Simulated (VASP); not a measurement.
## C: single point with PBE

The system is C.

```
C
1.0
     2.39212    0.00000    0.00000
    -1.19606    2.07163    0.00000
     0.00000    0.00000    7.88936
C
8
Direct
  0.00000 0.00000 0.09297
  0.00000 0.00000 0.59297
  0.00000 0.00000 0.40703
  0.00000 0.00000 0.90703
  0.33333 0.66667 0.15553
  0.66667 0.33333 0.65553
  0.33333 0.66667 0.34447
  0.66667 0.33333 0.84447
```

This cell differs from its parent crystal: strain -0.050 along x and y, -0.050 along z.

| Property | Result |
| --- | --- |
| Program | VASP 6.6.1 |
| Task | single point |
| Functional | PBE |
| Potentials or basis | VASP PAW PBE potentials, release 64 (C) |
| Cutoff | 520 eV |
| k mesh | 12 × 12 × 4 |
| Occupations | gaussian, width 0.05 eV |
| Spin | no spin polarisation |
| Dipole correction | no |
| Further INCAR settings | ALGO = Normal; EDIFF = 1e-07; NBANDS = 26 |

- Pressure: 89.7 GPa
- Largest force: 0.150 eV/Å
- Band gap on the k mesh: 4.91 eV, indirect (least direct gap 5.63 eV)

Forces on the atoms (eV/Å):
```
C    0.000  0.000 -0.065
C    0.000  0.000 -0.065
C    0.000  0.000  0.065
C    0.000  0.000  0.065
C    0.000  0.000  0.150
C    0.000  0.000  0.150
C    0.000  0.000 -0.150
C    0.000  0.000 -0.150
```

Stress tensor (GPa, compression positive):
```
89.52  0.00  0.00
 0.00 89.52  0.00
 0.00  0.00 90.12
```

Levels at points of the mesh, in eV from the valence-band top:
```
           k point  band 12  band 13  band 14  band 15  band 16  band 17  band 18  band 19  band 20  band 21
(0.00, 0.00, 0.00)    -2.00    -2.00    -0.28     0.00     0.00     5.63     5.63     5.86     7.63     7.63
(0.50, 0.00, 0.00)    -5.81    -5.71    -5.31    -4.26    -3.41     4.94     6.04     6.40     6.44     7.43
(0.00, 0.00, 0.50)    -2.98    -0.76    -0.76    -0.76    -0.76     6.52     6.52     6.52     6.52     7.42
(0.50, 0.00, 0.50)    -6.93    -5.41    -5.41    -4.23    -4.23     5.30     5.30     7.43     7.43     8.21
```

It took 31 s on 1 thread of AMD EPYC 9R45 (Zen 5), with other jobs on the host, peak memory 0.13 GiB.

Caveat: the cell differs from its parent crystal (strain -0.050 along x and y, -0.050 along z). A k mesh can miss the band edges.
